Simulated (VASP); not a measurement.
Here is a VASP 6.6.1 calculation.

The input POSCAR:

```
NbH2
1.0
    0.0000000000      2.2799277583      2.2799277583
    2.2799277583      0.0000000000      2.2799277583
    2.2799277583      2.2799277583      0.0000000000
Nb H
1 2
Direct
    0.0000000000      0.0000000000      0.0000000000
    0.2500000000      0.2500000000      0.2500000000
    0.7500000000      0.7500000000      0.7500000000
```

INCAR.step1

```
SYSTEM = NbH2
ALGO = Normal
EDIFF = 1E-4
ENCUT = 520
GGA = PE
ISMEAR = 0
LASPH = .TRUE.
LCHARG = .FALSE.
LREAL = .FALSE.
LWAVE = .TRUE.
NBANDS = 14
NELM = 60
PREC = Accurate
SIGMA = 0.1
```

Contents of INCAR.step2:

```
SYSTEM = NbH2
ALGO = Normal
EDIFF = 1E-6
ENCUT = 520
ISIF = 2
ISMEAR = 0
ISTART = 1
LASPH = .TRUE.
LCHARG = .TRUE.
LELF = .TRUE.
LMIXTAU = .TRUE.
LREAL = .FALSE.
LVHAR = .TRUE.
LWAVE = .FALSE.
METAGGA = R2SCAN
NBANDS = 14
NELM = 60
PREC = Accurate
SIGMA = 0.1
```

The input KPOINTS:

```
k-points
0
G
  16 16 16
  0 0 0
```

Potentials or basis: VASP PAW PBE potentials, release 64 (Nb_sv, H).

The run is started by

```console
$ cat potpaw_PBE.64/Nb_sv/POTCAR potpaw_PBE.64/H/POTCAR > POTCAR
$ cp INCAR.step1 INCAR
$ mpirun -np 1 vasp_std > vasp.out
$ cp INCAR.step2 INCAR
$ mpirun -np 1 vasp_std > vasp.out
```

Q: Estimate the pressure.

A: -1.9 GPa.

Q: Predict the band gap on the k mesh.

A: Zero (an odd number of electrons rules out a gap without spin polarisation).

Caveat: the PAW data sets were made with another functional, which shifts forces and pressure a little; an odd number of electrons without spin polarisation forces a metal; a magnetic or distorted state may lie lower.
